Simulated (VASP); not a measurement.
# GdO (Pm-3m) in VASP: further runs

GdO is run at these levels: r2SCAN, PBE; tasks: single point.

All numbers are computed with VASP 6.6.1; they aren't measurements. Logs are shortened: lines on timing, memory, paths and dates and some standing lists are left out, and cuts for length are marked.

## Step 1: The cell of the first run

The structure is cubic, space group Pm-3m (No. 221). The conventional cell has a = 2.802 Å, b = 2.802 Å, c = 2.802 Å, α = 90.00°, β = 90.00°, γ = 90.00°. Within 3.2 Å of Gd (site symmetry m-3m) lie 8 O at 2.43 Å and 6 Gd at 2.80 Å. Within 3.2 Å of O (site symmetry m-3m) lie 8 Gd at 2.43 Å and 6 O at 2.80 Å.

## Step 2: Single point, r2SCAN, non-collinear spin, typed start, spin-orbit coupling

POSCAR

```
GdO
1.0
    2.8018137600      0.0000000000      0.0000000000
    0.0000000000      2.8018137600      0.0000000000
    0.0000000000      0.0000000000      2.8018137600
Gd O
1 1
Direct
    0.0000000000      0.0000000000      0.0000000000
    0.5000000000      0.5000000000      0.5000000000
```

INCAR.step1

```
SYSTEM = GdO
  ALGO = Normal
  EDIFF = 1E-4
  ENCUT = 520
  GGA = PE
  GGA_COMPAT = .FALSE.
  ISMEAR = -1
  LASPH = .TRUE.
  LCHARG = .FALSE.
  LMAXMIX = 6
  LREAL = .FALSE.
  LSORBIT = .TRUE.
  LWAVE = .TRUE.
  MAGMOM = 4.041 4.041 4.041 0 0 0
  NBANDS = 36
  NELM = 150
  PREC = Accurate
  SIGMA = 0.05
```

INCAR.step2

```
SYSTEM = GdO
  ALGO = Normal
  EDIFF = 1E-6
  ENCUT = 520
  GGA_COMPAT = .FALSE.
  ISIF = 2
  ISMEAR = -1
  ISTART = 1
  LASPH = .TRUE.
  LCHARG = .FALSE.
  LMAXMIX = 6
  LMIXTAU = .TRUE.
  LORBIT = 11
  LORBMOM = .TRUE.
  LREAL = .FALSE.
  LSORBIT = .TRUE.
  LWAVE = .FALSE.
  MAGMOM = 4.041 4.041 4.041 0 0 0
  METAGGA = R2SCAN
  NBANDS = 36
  NELM = 150
  PREC = Accurate
  SIGMA = 0.05
```

KPOINTS

```
k-points
0
G
  9 9 9
  0 0 0
```

Potentials or basis: VASP PAW PBE potentials, release 64 (Gd, O).

Started as:

```bash
cat potpaw_PBE.64/Gd/POTCAR potpaw_PBE.64/O/POTCAR > POTCAR
cp INCAR.step1 INCAR
mpirun -np 1 vasp_ncl > vasp.out
cp INCAR.step2 INCAR
mpirun -np 1 vasp_ncl > vasp.out
```

OUTCAR:

```text
SYSTEM = GdO
   EDIFF = 1E-6
   ENCUT = 520
   ISIF = 2
   ISMEAR = -1
   ISTART = 1
   LASPH = .TRUE.
   LORBIT = 11
   LREAL = .FALSE.
   LSORBIT = .TRUE.
   METAGGA = R2SCAN
   NELM = 150
   PREC = Accurate

 ion  position               nearest neighbor table
   1  0.000  0.000  0.000-   2 2.43   2 2.43   2 2.43   2 2.43   2 2.43   2 2.43   2 2.43   2 2.43

   2  0.500  0.500  0.500-   1 2.43   1 2.43   1 2.43   1 2.43   1 2.43   1 2.43   1 2.43   1 2.43

  LATTYP: Found a simple cubic cell.
 ALAT       =     2.8018137600

  Lattice vectors:

 A1 = (   2.8018137600,   0.0000000000,   0.0000000000)
 A2 = (   0.0000000000,   2.8018137600,   0.0000000000)
 A3 = (   0.0000000000,   0.0000000000,   2.8018137600)

Analysis of symmetry for initial positions (statically):
=====================================================================
 Subroutine PRICEL returns:
 Original cell was already a primitive cell.

 Routine SETGRP: Setting up the symmetry group for a
 simple cubic supercell.

 Subroutine GETGRP returns: Found 48 space group operations
 (whereof 48 operations were pure point group operations)
 out of a pool of 48 trial point group operations.

The static configuration has the point symmetry O_h .

Analysis of symmetry for dynamics (positions and initial velocities):
=====================================================================
 Subroutine PRICEL returns:
 Original cell was already a primitive cell.

 Routine SETGRP: Setting up the symmetry group for a
 simple cubic supercell.

 Subroutine GETGRP returns: Found 48 space group operations
 (whereof 48 operations were pure point group operations)
 out of a pool of 48 trial point group operations.

The dynamic configuration has the point symmetry O_h .

Analysis of structural, dynamic, and magnetic symmetry:
=====================================================================
 Subroutine PRICEL returns:
 Original cell was already a primitive cell.

 Routine SETGRP: Setting up the symmetry group for a
 simple cubic supercell.

 Subroutine GETGRP returns: Found  6 space group operations
 (whereof  6 operations were pure point group operations)
 out of a pool of 48 trial point group operations.

The overall configuration has the point symmetry S_6 .

 Subroutine INISYM returns: Found  6 space group operations
 (whereof  6 operations are pure point group operations),
 and found     1 'primitive' translations

----------------------------------------------------------------------------------------

                                     Primitive cell

  volume of cell :      21.9947

  direct lattice vectors                    reciprocal lattice vectors
     2.801813760  0.000000000  0.000000000     0.356911660  0.000000000  0.000000000
     0.000000000  2.801813760  0.000000000     0.000000000  0.356911660  0.000000000
     0.000000000  0.000000000  2.801813760     0.000000000  0.000000000  0.356911660

  length of vectors
     2.801813760  2.801813760  2.801813760     0.356911660  0.356911660  0.356911660

  position of ions in fractional coordinates (direct lattice)
     0.000000000  0.000000000  0.000000000
     0.500000000  0.500000000  0.500000000

  ion indices of the primitive-cell ions
   primitive index   ion index
                 1           1
                 2           2

----------------------------------------------------------------------------------------

 KPOINTS: k-points

Automatic generation of k-mesh.
 Grid dimensions read from file:
 generate k-points for:    9    9    9
[... 100 lines left out ...]

 number of electron      24.0000000 magnetization       4.2958912      4.2958912      4.2958912

 Free energy of the ion-electron system (eV)
  ---------------------------------------------------
  ext. energy  EPLUGINS =         0.00000000
  ---------------------------------------------------
  free energy    TOTEN  =       -51.86345250 eV

  energy without entropy =      -51.85697653  energy(sigma->0) =      -51.86021452

 E-fermi :   8.7351     XC(G=0): -14.4010

 val. band max:        8.7073949893   @ k =   0.3333   0.3333   0.1111
 cond. band min:       8.7549571850   @ k =   0.2222   0.1111   0.0000
 fundamental gap:      0.0475621957
 Fermi energy:         8.7350501440

 k-point     1 :       0.0000    0.0000    0.0000
  band No.  band energies     occupation
      1     -39.3508      1.00000
      2     -35.6218      1.00000
      3     -16.9369      1.00000
      4     -16.0758      1.00000
      5     -13.8373      1.00000
      6     -13.6824      1.00000
[... 925 lines left out ...]
     35      13.6500      0.00000
     36      13.7418      0.00000

 [... further k-points ...]

------------------------ aborting loop because EDIFF is reached ----------------------------------------

  FORCE on cell =-STRESS in cart. coord.  units (eV):
  Direction    XX          YY          ZZ          XY          YZ          ZX
  --------------------------------------------------------------------------------------
  -------------------------------------------------------------------------------------
  Total        6.7949823      6.7949823      6.7949823     -0.0000353     -0.0000353     -0.0000353
  in kB      494.9725551    494.9725551    494.9725551     -0.0025734     -0.0025734     -0.0025734
  external PRESSURE =     494.9725551 kB  Pullay stress =       0.0000000 kB

 VOLUME and BASIS-vectors are now :
 -----------------------------------------------------------------------------
  energy-cutoff  :      520.00
  volume of cell :       21.99
      direct lattice vectors                 reciprocal lattice vectors
     2.801813760  0.000000000  0.000000000     0.356911660  0.000000000  0.000000000
     0.000000000  2.801813760  0.000000000     0.000000000  0.356911660  0.000000000
     0.000000000  0.000000000  2.801813760     0.000000000  0.000000000  0.356911660

 POSITION                                       TOTAL-FORCE (eV/Angst)
 -----------------------------------------------------------------------------------
      0.00000      0.00000      0.00000         0.000000      0.000000      0.000000
      1.40091      1.40091      1.40091         0.000000      0.000000      0.000000
 -----------------------------------------------------------------------------------
    total drift:                                0.000000     -0.000000     -0.000000

  FREE ENERGIE OF THE ION-ELECTRON SYSTEM (eV)
  ---------------------------------------------------
  free  energy   TOTEN  =       -51.8634524981 eV

  energy  without entropy=      -51.8569765324  energy(sigma->0) =      -51.86021452

 orbital moment (x)

 # of ion     p       d       f       tot
 ------------------------------------------------
  1        -0.009  -0.010   0.012  -0.007
  2        -0.000   0.000   0.000  -0.000
 ------------------------------------------------
           -0.009  -0.010   0.012  -0.008

 orbital moment (y)

 # of ion     p       d       f       tot
 ------------------------------------------------
  1        -0.009  -0.010   0.012  -0.007
  2        -0.000   0.000   0.000  -0.000
 ------------------------------------------------
           -0.009  -0.010   0.012  -0.008

 orbital moment (z)

 # of ion     p       d       f       tot
 ------------------------------------------------
  1        -0.009  -0.010   0.012  -0.007
  2        -0.000   0.000   0.000  -0.000
 ------------------------------------------------
           -0.009  -0.010   0.012  -0.008

 Spin-Orbit-Coupling matrix elements

 Ion:    1  E_soc:     -1.1404749
 l=   1
     0.0000000    -0.1549364    -0.1549364
    -0.1549364     0.0000000    -0.1549364
    -0.1549364    -0.1549364     0.0000000
 l=   2
     0.0000000    -0.0002172     0.0000000    -0.0002172    -0.0026347
    -0.0002172     0.0000000    -0.0019760    -0.0002172    -0.0006587
     0.0000000    -0.0019760     0.0000000    -0.0019760     0.0000000
    -0.0002172    -0.0002172    -0.0019760     0.0000000    -0.0006587
    -0.0026347    -0.0006587     0.0000000    -0.0006587     0.0000000
 l=   3
     0.0000000    -0.0034476     0.0000000     0.0000000     0.0000000    -0.0034603    -0.0207987
    -0.0034476     0.0000000    -0.0057461     0.0000000    -0.0057461    -0.0091937    -0.0034476
     0.0000000    -0.0057461     0.0000000    -0.0138725    -0.0022984    -0.0057643     0.0000000
     0.0000000     0.0000000    -0.0138725     0.0000000    -0.0138725     0.0000000     0.0000000
     0.0000000    -0.0057461    -0.0022984    -0.0138725     0.0000000    -0.0057643     0.0000000
    -0.0034603    -0.0091937    -0.0057643     0.0000000    -0.0057643     0.0000000    -0.0034603
    -0.0207987    -0.0034476     0.0000000     0.0000000     0.0000000    -0.0034603     0.0000000

 Ion:    2  E_soc:     -0.0003436
 l=   1
     0.0000000    -0.0000573    -0.0000573
    -0.0000573     0.0000000    -0.0000573
    -0.0000573    -0.0000573     0.0000000
 l=   2
     0.0000000     0.0000000     0.0000000     0.0000000     0.0000000
     0.0000000     0.0000000     0.0000000     0.0000000     0.0000000
     0.0000000     0.0000000     0.0000000     0.0000000     0.0000000
     0.0000000     0.0000000     0.0000000     0.0000000     0.0000000
     0.0000000     0.0000000     0.0000000     0.0000000     0.0000000
 l=   3
     0.0000000     0.0000000     0.0000000     0.0000000     0.0000000     0.0000000     0.0000000
     0.0000000     0.0000000     0.0000000     0.0000000     0.0000000     0.0000000     0.0000000
     0.0000000     0.0000000     0.0000000     0.0000000     0.0000000     0.0000000     0.0000000
     0.0000000     0.0000000     0.0000000     0.0000000     0.0000000     0.0000000     0.0000000
     0.0000000     0.0000000     0.0000000     0.0000000     0.0000000     0.0000000     0.0000000
     0.0000000     0.0000000     0.0000000     0.0000000     0.0000000     0.0000000     0.0000000
     0.0000000     0.0000000     0.0000000     0.0000000     0.0000000     0.0000000     0.0000000

 total charge

# of ion       s       p       d       f       tot
--------------------------------------------------
    1        2.040   5.679   0.934   7.022  15.675
    2        1.563   3.550   0.000   0.000   5.113
--------------------------------------------------
tot          3.602   9.229   0.934   7.022  20.788

 magnetization (x)

# of ion       s       p       d       f       tot
--------------------------------------------------
    1        0.002  -0.065   0.196   3.925   4.057
    2       -0.000  -0.008   0.000   0.000  -0.009
--------------------------------------------------
tot          0.001  -0.073   0.196   3.925   4.049

 magnetization (y)

# of ion       s       p       d       f       tot
--------------------------------------------------
    1        0.002  -0.065   0.196   3.925   4.057
    2       -0.000  -0.008   0.000   0.000  -0.009
--------------------------------------------------
tot          0.001  -0.073   0.196   3.925   4.049

 magnetization (z)

# of ion       s       p       d       f       tot
--------------------------------------------------
    1        0.002  -0.065   0.196   3.925   4.057
    2       -0.000  -0.008   0.000   0.000  -0.009
--------------------------------------------------
tot          0.001  -0.073   0.196   3.925   4.049
```

It took 17 min on 1 thread of Intel Xeon 6975P-C (Granite Rapids), shared host; peak memory 0.36 GiB.

What came out:

```yaml
Free_energy: -51.8635 eV
Pressure: 49.5 GPa
Net_moment: 7.44 μB per cell
Valence_electrons_inside_the_program's_atomic_spheres: Gd 15.68; O 5.11
```

Moments on the atoms (μB; x, y, z):
```
Gd   4.06  4.06  4.06
O   -0.01 -0.01 -0.01
```

Caveat: the cell stands under pressure; the PAW data sets were made with another functional, which shifts forces and pressure a little; a cell with one magnetic atom can't hold antiferromagnetic order, which such compounds often take; semilocal functionals describe open f shells poorly, which spoils levels, moments and volumes. The state reached can hang on the start; a lower one may exist.

## Step 3: Single point, PBE, collinear spin, ferromagnetic start

INCAR

```
PREC     = Accurate       # precision mode
ENCUT    = 520            # plane-wave cutoff, eV
EDIFF    = 1E-6           # SCF threshold, eV
ISMEAR   = 0              # smearing method
SIGMA    = 0.013000000000000001 # smearing width, eV
LREAL    = F              # projectors in reciprocal space
LASPH    = T              # aspherical terms in the spheres
NELM     = 150            # most SCF steps
ALGO     = Normal         # electronic algorithm
ISIF     = 2              # what is computed and relaxed
LWAVE    = F              # write WAVECAR
LCHARG   = T              # write CHGCAR
ISPIN    = 2              # spin polarisation
MAGMOM   = 7 0            # initial moments
LORBIT   = 11             # projections on sites
LMAXMIX  = 6              # l up to which the mixer works
GGA      = PE             # functional
LELF     = T              # ELF
LVHAR    = T            
NBANDS   = 23             # bands
```

KPOINTS

```
regular mesh
0
Gamma
  9 9 9
```

POSCAR is that of step 2.

Potentials or basis: VASP PAW PBE potentials, release 64 (Gd, O).

Started as:

```bash
cat potpaw_PBE.64/Gd/POTCAR potpaw_PBE.64/O/POTCAR > POTCAR
mpirun -np 1 vasp_std > vasp.out
```

It took 80 s on 1 thread of Intel Xeon 8259CL, shared host; peak memory 0.18 GiB.

It converged, with:

```
Free energy                                           : -20.3432 eV
Pressure                                              : 48.4 GPa
Net moment                                            : 6.96 μB per cell
Site moments                                          : Gd +6.70; O +0.01 μB
Valence electrons inside the program's atomic spheres : Gd 15.66; O 5.07
```

Levels at points of the mesh, in eV from the Fermi level:
Spin up:
| k point | band 14 | band 15 | band 16 | band 17 | band 18 | band 19 |
| --- | --- | --- | --- | --- | --- | --- |
| (0.00, 0.00, 0.00) | -3.44 | -3.44 | -3.35 | -3.35 | 2.82 | 7.62 |
Spin down:
| k point | band 6 | band 7 | band 8 | band 9 | band 10 | band 11 |
| --- | --- | --- | --- | --- | --- | --- |
| (0.00, 0.00, 0.00) | -4.66 | -4.66 | -4.66 | -2.44 | -2.44 | 0.48 |

Caveat: the cell stands under pressure; spin-orbit coupling is left out, which moves the levels of the heavy elements; a cell with one magnetic atom can't hold antiferromagnetic order, which such compounds often take; semilocal functionals describe open f shells poorly, which spoils levels, moments and volumes. The state reached can hang on the start; a lower one may exist.

## Step 4: Single point, PBE, collinear spin, ferromagnetic start

INCAR

```
ALGO = Normal
EDIFF = 1E-6
ENCUT = 520
GGA = PE
ISIF = 2
ISMEAR = 0
ISPIN = 2
LASPH = True
LCHARG = False
LMAXMIX = 6
LORBIT = 11
LREAL = False
LWAVE = False
MAGMOM = 7 0
NBANDS = 23
NELM = 150
PREC = Accurate
SIGMA = 0.014
```

KPOINTS

```
k-points
0
Gamma
  9 9 9
```

POSCAR is that of step 3.

Started as:

```bash
cat potpaw_PBE.64/Gd/POTCAR potpaw_PBE.64/O/POTCAR > POTCAR
mpirun -np 1 vasp_std > vasp.out
```

It took 80 s on 1 thread of Intel Xeon 8259CL, shared host; peak memory 0.18 GiB.

It converged, with:

```yaml
Free_energy: -20.3433 eV
Pressure: 48.4 GPa
Net_moment: 6.96 μB per cell
Site_moments: Gd +6.70; O +0.01 μB
Valence_electrons_inside_the_program's_atomic_spheres: Gd 15.66; O 5.07
```

Levels at points of the mesh, in eV from the Fermi level:
Spin up:
| k point | band 14 | band 15 | band 16 | band 17 | band 18 | band 19 |
| --- | --- | --- | --- | --- | --- | --- |
| (0.00, 0.00, 0.00) | -3.44 | -3.44 | -3.35 | -3.35 | 2.82 | 7.62 |
Spin down:
| k point | band 6 | band 7 | band 8 | band 9 | band 10 | band 11 |
| --- | --- | --- | --- | --- | --- | --- |
| (0.00, 0.00, 0.00) | -4.66 | -4.66 | -4.66 | -2.45 | -2.45 | 0.48 |

Caveat: the cell stands under pressure; spin-orbit coupling is left out, which moves the levels of the heavy elements; a cell with one magnetic atom can't hold antiferromagnetic order, which such compounds often take; semilocal functionals describe open f shells poorly, which spoils levels, moments and volumes. With open d or f shells a metallic result of PBE can be an artefact of self-interaction; +U or a hybrid may open a gap.

## Step 5: Summary

```tsv
level	spin	smearing	gap on the mesh (eV)	pressure (GPa)	moment (μB)
r2SCAN	non-collinear, typed start, SOC	fermi-dirac 0.05 eV	-	49.5	7.44
PBE	collinear, ferromagnetic start	gaussian 0.013 eV	none	48.4	6.96
PBE	collinear, ferromagnetic start	gaussian 0.014 eV	none	48.4	6.96
```

Alike in all rows: task single point; potentials or basis VASP PAW PBE potentials, release 64 (Gd, O); cell as given; k mesh 9 × 9 × 9; cutoff (eV) 520.

The pressure there spans 48.4 GPa (PBE) to 49.5 GPa (r2SCAN); a positive pressure means that this level wants a larger cell, a negative one a smaller.

Caveats: the cell stands under pressure; a cell with one magnetic atom can't hold antiferromagnetic order, which such compounds often take; semilocal functionals describe open f shells poorly, which spoils levels, moments and volumes; spin-orbit coupling is left out, which moves the levels of the heavy elements (at least some runs); the PAW data sets were made with another functional, which shifts forces and pressure a little (at least some runs).

Absolute energies hang on the potentials; compare differences alone.
